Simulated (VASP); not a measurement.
# TiO2 (I4_1/amd) in VASP: further runs

Runs on TiO2. Level: PBEsol. Tasks: single point, relaxation of volume and atoms at fixed shape.

Everything below comes from runs of VASP 6.6.1. Logs are shortened: lines on timing, memory, paths and dates and some standing lists are left out, and cuts for length are marked.

**1. The cell of the first run**

The structure is tetragonal, space group I4_1/amd (No. 141). Conventional cell: a = 3.778 Å, b = 3.778 Å, c = 9.499 Å, α = 90.00°, β = 90.00°, γ = 90.00°. Within 2.6 Å of Ti (site symmetry -4m2) lie 6 O at 1.93 to 1.98 Å. Within 2.6 Å of O (site symmetry 2mm) lie 3 Ti at 1.93 to 1.98 Å and 2 O at 2.46 Å.

**2. Single point, PBEsol**

INCAR reads:

```
  ALGO = Normal
  EDIFF = 1E-6
  ENCUT = 600
  GGA = PS
  GGA_COMPAT = F
  ISIF = 2
  ISMEAR = -1
  LASPH = T
  LCHARG = F
  LREAL = F
  LWAVE = F
  NBANDS = 33
  NELM = 120
  PREC = Accurate
  SIGMA = 0.02
```

KPOINTS reads:

```
k-points
0
Gamma
  8 8 8
```

POSCAR reads:

```
TiO2
1.0
   -1.8889751654      1.8889751654      4.7494432399
    1.8889751654     -1.8889751654      4.7494432399
    1.8889751654      1.8889751654     -4.7494432399
Ti O
2 4
Direct
    0.0000000000      1.0000000000      0.0000000000
    0.7500000000      0.2500000000      0.5000000000
    0.2082179344      0.2082179344      0.0000000000
    0.7917820656      0.7917820656      0.0000000000
   -0.0417820656      0.4582179344      0.5000000000
    0.5417820656      1.0417820656      0.5000000000
```

Potentials or basis: VASP PAW PBE potentials, release 64 (Ti_sv, O).

Command:

```sh
cat potpaw_PBE.64/Ti_sv/POTCAR potpaw_PBE.64/O/POTCAR > POTCAR
mpirun -np 1 vasp_std > vasp.out
```

OUTCAR:

```text
EDIFF = 1E-6
   ENCUT = 600
   GGA = PS
   ISIF = 2
   ISMEAR = -1
   LASPH = T
   LREAL = F
   NELM = 120
   PREC = Accurate

 ion  position               nearest neighbor table
   1  0.000  0.000  0.000-   5 1.93   6 1.93   6 1.93   5 1.93   4 1.98   3 1.98
   2  0.750  0.250  0.500-   3 1.93   4 1.93   4 1.93   3 1.93   5 1.98   6 1.98
   3  0.208  0.208  0.000-   2 1.93   2 1.93   1 1.98
   4  0.792  0.792  0.000-   2 1.93   2 1.93   1 1.98
   5  0.958  0.458  0.500-   1 1.93   1 1.93   2 1.98
   6  0.542  0.042  0.500-   1 1.93   1 1.93   2 1.98

  LATTYP: Found a body centered tetragonal cell.
 ALAT       =     3.7779503308
 C/A-ratio  =     2.5142962845

  Lattice vectors:

 A1 = (  -1.8889751654,   1.8889751654,   4.7494432399)
 A2 = (   1.8889751654,  -1.8889751654,   4.7494432399)
 A3 = (   1.8889751654,   1.8889751654,  -4.7494432399)

Analysis of symmetry for initial positions (statically):
=====================================================================
 Subroutine PRICEL returns:
 Original cell was already a primitive cell.

 Routine SETGRP: Setting up the symmetry group for a
 body centered tetragonal supercell.

 Subroutine GETGRP returns: Found 16 space group operations
 (whereof  8 operations were pure point group operations)
 out of a pool of 16 trial point group operations.

The static configuration has the point symmetry D_2d.
 The point group associated with its full space group is D_4h.

Analysis of symmetry for dynamics (positions and initial velocities):
=====================================================================
 Subroutine PRICEL returns:
 Original cell was already a primitive cell.

 Routine SETGRP: Setting up the symmetry group for a
 body centered tetragonal supercell.

 Subroutine GETGRP returns: Found 16 space group operations
 (whereof  8 operations were pure point group operations)
 out of a pool of 16 trial point group operations.

The dynamic configuration has the point symmetry D_2d.
 The point group associated with its full space group is D_4h.

 Subroutine INISYM returns: Found 16 space group operations
 (whereof  8 operations are pure point group operations),
 and found     1 'primitive' translations

----------------------------------------------------------------------------------------

                                     Primitive cell

  volume of cell :      67.7884

  direct lattice vectors                    reciprocal lattice vectors
    -1.888975165  1.888975165  4.749443240     0.000000000  0.264693792  0.105275498
     1.888975165 -1.888975165  4.749443240     0.264693792  0.000000000  0.105275498
     1.888975165  1.888975165 -4.749443240     0.264693792  0.264693792  0.000000000

  length of vectors
     5.449189430  5.449189430  5.449189430     0.284860903  0.284860903  0.374333551

  position of ions in fractional coordinates (direct lattice)
     0.000000000  0.000000000  0.000000000
     0.750000000  0.250000000  0.500000000
     0.208217934  0.208217934  0.000000000
     0.791782066  0.791782066  0.000000000
     0.958217934  0.458217934  0.500000000
     0.541782066  0.041782066  0.500000000

  ion indices of the primitive-cell ions
   primitive index   ion index
                 1           1
                 2           2
                 3           3
                 4           4
                 5           5
                 6           6

----------------------------------------------------------------------------------------

 KPOINTS: k-points

Automatic generation of k-mesh.
 Grid dimensions read from file:
 generate k-points for:    8    8    8

 Generating k-lattice:

  Cartesian coordinates                     Fractional coordinates (reciprocal lattice)
     0.000000000  0.033086724  0.013159437     0.125000000  0.000000000 -0.000000000
     0.033086724  0.000000000  0.013159437     0.000000000  0.125000000 -0.000000000
     0.033086724  0.033086724  0.000000000     0.000000000  0.000000000  0.125000000

  Length of vectors
     0.035607613  0.035607613  0.046791694

  Shift w.r.t. Gamma in fractional coordinates (k-lattice)
     0.000000000  0.000000000  0.000000000

 Subroutine IBZKPT returns following result:
 ===========================================

 Found     59 irreducible k-points:

 Following reciprocal coordinates:
            Coordinates               Weight
  0.000000  0.000000  0.000000      1.000000
  0.125000 -0.000000  0.000000      8.000000
  0.250000 -0.000000  0.000000      8.000000
  0.375000 -0.000000  0.000000      8.000000
  0.500000 -0.000000  0.000000      4.000000
  0.125000  0.125000  0.000000      8.000000
[... 16 lines left out ...]
  0.250000  0.125000  0.125000     16.000000
  0.375000  0.125000  0.125000      8.000000
 [... further k-points ...]
   k-points           NKPTS =     59   k-points in BZ     NKDIM =     59   number of bands    NBANDS=     33
   number of dos      NEDOS =    301   number of ions     NIONS =      6
   total plane-waves  NPLWV = 110592
   dimension x,y,z NGX =    48 NGY =   48 NGZ =   48
   dimension x,y,z NGXF=    96 NGYF=   96 NGZF=   96
   ions per type =               2   4
   NGX,Y,Z   is equivalent  to a cutoff of  14.64, 14.64, 14.64 a.u.
   NGXF,Y,Z  is equivalent  to a cutoff of  29.29, 29.29, 29.29 a.u.
 SYSTEM =  unknown system
   PREC   = accura    normal or accurate (medium, high low for compatibility)
   ISTART =      0    job   : 0-new  1-cont  2-samecut
   ICHARG =      2    charge: 1-file 2-atom 10-const
   ISPIN  =      1    spin polarized calculation?
   LNONCOLLINEAR =      F non collinear calculations
   LSORBIT =      F    spin-orbit coupling
   LASPH  =      T    aspherical Exc in radial PAW
   ENCUT  =  600.0 eV  44.10 Ry    6.64 a.u.  10.88 10.88 10.88*2*pi/ulx,y,z
   NELM   =    120;   NELMIN=  2; NELMDL= -5     # of ELM steps
   EDIFF  = 0.1E-05   stopping-criterion for ELM
   LREAL  =      F    real-space projection
   EDIFFG = 0.1E-04   stopping-criterion for IOM
   NSW    =      0    number of steps for IOM
   IBRION =     -1    ionic relax: 0-MD 1-quasi-New 2-CG
   NFREE  =      0    steps in history (QN), initial steepest desc. (CG)
   ISIF   =      2    stress and relaxation
   ISYM   =      2    0-nonsym 1-usesym 2-fastsym
   POTIM  = 0.5000    time-step for ionic-motion
   TEBEG  =    0.0;   TEEND  =   0.0 temperature during run
   PSTRESS=    0.0 pullay stress
   NELECT =      48.0000    total number of electrons
   NUPDOWN=      -1.0000    fix difference up-down
   EMIN   =  10.00;   EMAX   =-10.00  energy-range for DOS
   EFERMI =   0.00;   METHOD = LEGACY
   ISMEAR =    -1;   SIGMA  =   0.02  broadening in eV -4-tet -1-fermi 0-gaus
   EFERMI_NEDOS =   21; number of points for ismear=-14 and -15
   IALGO  =     38    algorithm
   IMIX   =      4    mixing-type and parameters
     AMIX     =   0.40;   BMIX     =  1.00
     AMIX_MAG =   1.60;   BMIX_MAG =  1.00
  volume/ion in A,a.u.               =      11.30        76.24
  Fermi-wavevector in a.u.,A,eV,Ry     =   1.459162  2.757416 28.968896  2.129154
  Thomas-Fermi vector in A             =   2.575762
   LORBIT       =      0    0 simple, 1 ext, 2 COOP (PROOUT), +10 PAW based schemes
   GGA     = PS    functional components
   LHFCALC =     F    Hartree Fock is set to
   AEXX    =    0.0000 exact exchange contribution
   IVDW    =     0    specifies the selected vdW correction
   LEPSILON=     F    determine dielectric tensor
   LRPA    =     F    only Hartree local field effects (RPA)
 non-spin polarized calculation
  energy-cutoff  :      600.00
  volume of cell :       67.79
 maximum number of plane-waves:      2290
 NGX is ok and might be reduce to    48
   NGX = 21   NGY = 21   NGZ = 21

 number of electron      47.9999996 magnetization

 Free energy of the ion-electron system (eV)
  ---------------------------------------------------
  ext. energy  EPLUGINS =         0.00000000
  ---------------------------------------------------
  free energy    TOTEN  =       -56.22480267 eV

  energy without entropy =      -56.22480267  energy(sigma->0) =      -56.22480267

 E-fermi :   3.8248     XC(G=0): -11.0445

 val. band max:        3.2894432932   @ k =  -0.3750   0.3750   0.0000
 cond. band min:       5.3903657639   @ k =   0.0000   0.0000   0.0000
 fundamental gap:      2.1009224707
 Fermi energy:         3.8247807666

 k-point     1 :       0.0000    0.0000    0.0000
  band No.  band energies     occupation
      1     -52.7893      2.00000
      2     -52.7252      2.00000
      3     -29.3846      2.00000
      4     -29.1335      2.00000
      5     -29.1335      2.00000
      6     -29.0580      2.00000
[... 25 lines left out ...]
     32       8.7088      0.00000
     33       8.7235      0.00000

 k-point     2 :       0.1250   -0.0000    0.0000
  band No.  band energies     occupation
      1     -52.7872      2.00000
      2     -52.7267      2.00000
      3     -29.3801      2.00000
      4     -29.1543      2.00000
      5     -29.1351      2.00000
      6     -29.0664      2.00000
[... 25 lines left out ...]
     32       8.8376      0.00000
     33       9.1312      0.00000

 k-point     3 :       0.2500   -0.0000    0.0000
  band No.  band energies     occupation
      1     -52.7814      2.00000
      2     -52.7308      2.00000
      3     -29.3696      2.00000
      4     -29.2021      2.00000
      5     -29.1384      2.00000
      6     -29.0833      2.00000
[... 25 lines left out ...]
     32       9.2113      0.00000
     33       9.6302      0.00000

 k-point     4 :       0.3750   -0.0000    0.0000
  band No.  band energies     occupation
      1     -52.7745      2.00000
      2     -52.7360      2.00000
      3     -29.3590      2.00000
      4     -29.2498      2.00000
      5     -29.1413      2.00000
      6     -29.0938      2.00000
[... 673 lines left out ...]
     32      10.0044      0.00000
     33      10.3713      0.00000

 k-point    23 :       0.2500    0.1250    0.1250
  band No.  band energies     occupation
      1     -52.7689      2.00000
      2     -52.7393      2.00000
      3     -29.3588      2.00000
      4     -29.2730      2.00000
      5     -29.1771      2.00000
      6     -29.1297      2.00000
[... 25 lines left out ...]
     32      10.0708      0.00000
     33      10.5583      0.00000

 k-point    24 :       0.3750    0.1250    0.1250
  band No.  band energies     occupation
      1     -52.7650      2.00000
      2     -52.7424      2.00000
      3     -29.3532      2.00000
      4     -29.2926      2.00000
      5     -29.1789      2.00000
      6     -29.1361      2.00000
[... 25 lines left out ...]
     32      10.0549      0.00000
     33      10.6306      0.00000

 [... further k-points ...]
[... 5 lines left out ...]
  --------------------------------------------------------------------------------------
  -------------------------------------------------------------------------------------
  Total        0.0832514      0.0832514      0.4486093      0.0000000      0.0000000      0.0000000
  in kB        1.9676452      1.9676452     10.6028747      0.0000000      0.0000000      0.0000000
  external PRESSURE =       4.8460550 kB  Pullay stress =       0.0000000 kB

 VOLUME and BASIS-vectors are now :
 -----------------------------------------------------------------------------
  energy-cutoff  :      600.00
  volume of cell :       67.79
      direct lattice vectors                 reciprocal lattice vectors
    -1.888975165  1.888975165  4.749443240     0.000000000  0.264693792  0.105275498
     1.888975165 -1.888975165  4.749443240     0.264693792  0.000000000  0.105275498
     1.888975165  1.888975165 -4.749443240     0.264693792  0.264693792  0.000000000

 POSITION                                       TOTAL-FORCE (eV/Angst)
 -----------------------------------------------------------------------------------
      0.00000      0.00000      0.00000        -0.000000     -0.000000     -0.000000
     -0.00000      1.88898      2.37472        -0.000000     -0.000000     -0.000000
      0.00000      0.00000      1.97784        -0.000000      0.000000      0.023097
      0.00000      0.00000      7.52105        -0.000000      0.000000     -0.023097
      0.00000      1.88898      4.35256         0.000000     -0.000000      0.023097
     -0.00000      1.88898      0.39688         0.000000     -0.000000     -0.023097
 -----------------------------------------------------------------------------------
    total drift:                               -0.000000     -0.000000     -0.000000

  FREE ENERGIE OF THE ION-ELECTRON SYSTEM (eV)
  ---------------------------------------------------
  free  energy   TOTEN  =       -56.2248026728 eV

  energy  without entropy=      -56.2248026728  energy(sigma->0) =      -56.22480267
```

Wall time 3 min (1 thread of Intel Xeon 6975P-C (Granite Rapids), shared host); peak memory 0.39 GiB.

What came out:

```
Free energy            : -56.2248 eV
Pressure               : 0.5 GPa
Largest force          : 0.023 eV/Å
Band gap on the k mesh : 2.10 eV (least direct gap 2.41 eV)
```

Forces in eV/Å, atoms in the order of the input:
```
Ti   0.000  0.000  0.000
Ti   0.000  0.000  0.000
O    0.000  0.000  0.023
O    0.000  0.000 -0.023
O    0.000  0.000  0.023
O    0.000  0.000 -0.023
```

Stress tensor (GPa, compression positive):
```
0.20 0.00 0.00
0.00 0.20 0.00
0.00 0.00 1.06
```

Caveat: the PAW data sets were made with another functional, which shifts forces and pressure a little. A k mesh can miss the band edges.

**3. Single point, PBEsol**

INCAR reads:

```
SYSTEM = TiO2
ALGO = Normal
EDIFF = 1E-6
ENCUT = 600
GGA = PS
GGA_COMPAT = .False.
ISIF = 2
ISMEAR = -1
LASPH = .True.
LCHARG = .True.
LELF = .True.
LREAL = .False.
LVHAR = .True.
LWAVE = .False.
NBANDS = 33
NELM = 120
PREC = Accurate
SIGMA = 0.02
```

KPOINTS reads:

```
k-points
0
Gamma
  8 8 8
  0 0 0
```

POSCAR is that of step 2.

Potentials or basis: VASP PAW PBE potentials, release 64 (Ti_sv, O).

Command:

```sh
cat potpaw_PBE.64/Ti_sv/POTCAR potpaw_PBE.64/O/POTCAR > POTCAR
mpirun -np 1 vasp_std > vasp.out
```

Run time: 2.3 min. Hardware: 1 thread of Intel Xeon 6975P-C (Granite Rapids), shared host; peak memory 0.39 GiB.

It converged, with:

```
Free energy            : -56.2248 eV
Pressure               : 0.5 GPa
Largest force          : 0.023 eV/Å
Band gap on the k mesh : 2.10 eV (least direct gap 2.41 eV)
```

Forces in eV/Å, atoms in the order of the input:
```
Ti   0.000  0.000  0.000
Ti   0.000  0.000  0.000
O    0.000  0.000  0.023
O    0.000  0.000 -0.023
O    0.000  0.000  0.023
O    0.000  0.000 -0.023
```

Stress tensor (GPa, compression positive):
```
0.20 0.00 0.00
0.00 0.20 0.00
0.00 0.00 1.06
```

Levels at points of the mesh, in eV from the valence-band top:
```tsv
k point	band 20	band 21	band 22	band 23	band 24	band 25	band 26	band 27	band 28	band 29
(0.00, 0.00, 0.00)	-0.74	-0.73	-0.73	-0.45	-0.45	2.10	2.87	4.03	4.03	4.06
(0.50, 0.00, 0.00)	-1.97	-1.97	-0.94	-0.80	-0.61	3.26	3.58	3.60	3.71	4.35
(0.50, 0.50, 0.00)	-2.65	-2.07	-2.07	0.00	0.00	3.38	3.38	3.87	3.87	4.97
(0.50, 0.50, 0.50)	-1.33	-1.24	-1.24	-0.08	-0.08	2.47	2.47	3.81	3.81	4.29
```

Caveat: the PAW data sets were made with another functional, which shifts forces and pressure a little. A k mesh can miss the band edges.

[end of part 1 of 2]
